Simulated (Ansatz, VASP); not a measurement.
# FeO: VASP beside Ansatz

File INCAR:

```
ALGO = Normal
EDIFF = 1E-6
EDIFFG = -0.01
ENCUT = 600
GGA = PE
IBRION = 2
ISIF = 3
ISMEAR = -1
ISPIN = 2
LASPH = True
LCHARG = False
LMAXMIX = 4
LORBIT = 11
LREAL = False
LWAVE = False
MAGMOM = 3 0
NELM = 150
NSW = 60
PREC = Accurate
SIGMA = 0.05
```

Contents of KPOINTS:

```
k-points
0
Gamma
  11 11 11
```

POSCAR

```
FeO
1.0
    0.0000000000      2.1554001600      2.1554001600
    2.1554001600      0.0000000000      2.1554001600
    2.1554001600      2.1554001600      0.0000000000
Fe O
1 1
Direct
    0.0000000000      0.0000000000      0.0000000000
    0.5000000000      0.5000000000      0.5000000000
```

File input.yaml:

```yaml
crystal:
  lattice:
    - [0.0, 2.15540016, 2.15540016]
    - [2.15540016, 0.0, 2.15540016]
    - [2.15540016, 2.15540016, 0.0]
  atoms:
    - { symbol: Fe, position: [0.0, 0.0, 0.0], spin: 3.0 }
    - { symbol: O, position: [0.5, 0.5, 0.5] }
hamiltonian:
  xc: pbe
  pseudopotentials: { kind: paw }
magnetization:
  spin_polarized: true
kpoints:
  mp_grid: { grid: [11, 11, 11] }
scf:
  occupations: { method: fermi_dirac, width: 0.05 }
output:
  forces: true
  stress: true
  eigenvalues: true
relax:
  f_tol: 0.01
  max_steps: 40
  cell: { stress_tol: 0.05 }
```

Alike in both runs: task relaxation of cell and atoms; functional PBE; k mesh 11 × 11 × 11; occupations fermi-dirac, width 0.05 eV; collinear spin.

```csv
,VASP,Ansatz
version,VASP 6.6.1,Ansatz 0.2.0
potentials or method,"VASP PAW PBE potentials, release 64 (Fe, O)",Ansatz PAW
plane-wave cutoff (eV),600,420
valence electrons in the cell,14,22
```

|  | VASP | Ansatz | Ansatz less VASP |
| --- | --- | --- | --- |
| gap on the k mesh at the Fermi level, each at its own relaxed structure (eV) | none | none | - |
| net moment per atom (μB) | 2.00 | 2.00 | 0.000 |
| size of the moment on the site where the two differ most (μB) | 3.62 | 3.45 | -0.169 |
| relaxed volume (Å³/atom) | 10.00 | 10.00 | +0.006 |
| relaxed cell length with the largest relative difference (Å) | 3.047 | 3.047 | +0.0006 |

Site moments also hang on the region over which each program counts them. A gap of «none» marks a metal or a gap that the smearing closes. VASP's potentials hold 14 valence electrons a cell and Ansatz's 22, so a difference there can come from the potentials and not from the codes.

Noted on Ansatz's run: the plane-wave basis is chosen anew once the cell has moved, so the energies of steps on either side of that aren't comparable.
